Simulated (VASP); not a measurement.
**BiIr: single point with PBE**

The system is BiIr.

```
CELL_PARAMETERS angstrom
0.00000 3.06748 3.06748
3.06748 0.00000 3.06748
3.06748 3.06748 0.00000
ATOMIC_POSITIONS crystal
Ir 0.00000 0.00000 0.00000
Bi 0.25000 0.25000 0.25000
```

```
Program                : VASP 6.6.1
Task                   : single point
Functional             : PBE
Potentials or basis    : VASP PAW PBE potentials, release 64 (Ir, Bi_d)
Cutoff                 : 500 eV
k mesh                 : 10 × 10 × 10
Occupations            : gaussian, width 0.05 eV
Spin                   : no spin polarisation
Dipole correction      : no
Further INCAR settings : ALGO = Normal; EDIFF = 1e-06; NBANDS = 19
```

```yaml
Pressure: 0.1 GPa
Band_gap_on_the_k_mesh: zero (band 12 reaches 7.48 eV, above the bottom of band 13 at 4.68 eV)
```

Levels at points of the mesh, in eV from the Fermi level:
| k point | band 9 | band 10 | band 11 | band 12 | band 13 | band 14 | band 15 | band 16 |
| --- | --- | --- | --- | --- | --- | --- | --- | --- |
| (0.00, 0.00, 0.00) | -3.35 | -1.51 | -1.51 | 2.26 | 4.83 | 4.83 | 4.83 | 6.72 |
| (0.50, 0.00, 0.00) | -3.07 | -1.44 | -1.44 | -1.29 | 2.52 | 2.52 | 3.70 | 8.03 |
| (0.50, 0.50, 0.00) | -2.27 | -1.62 | -1.41 | -1.27 | 0.06 | 0.06 | 4.88 | 5.29 |

Run time: 20 s on 1 thread of AMD EPYC 9R45 96-Core Processor (Zen 5), on a shared host, peak memory 0.18 GiB.

Caveat: spin-orbit coupling is left out, which moves the levels of the heavy elements.
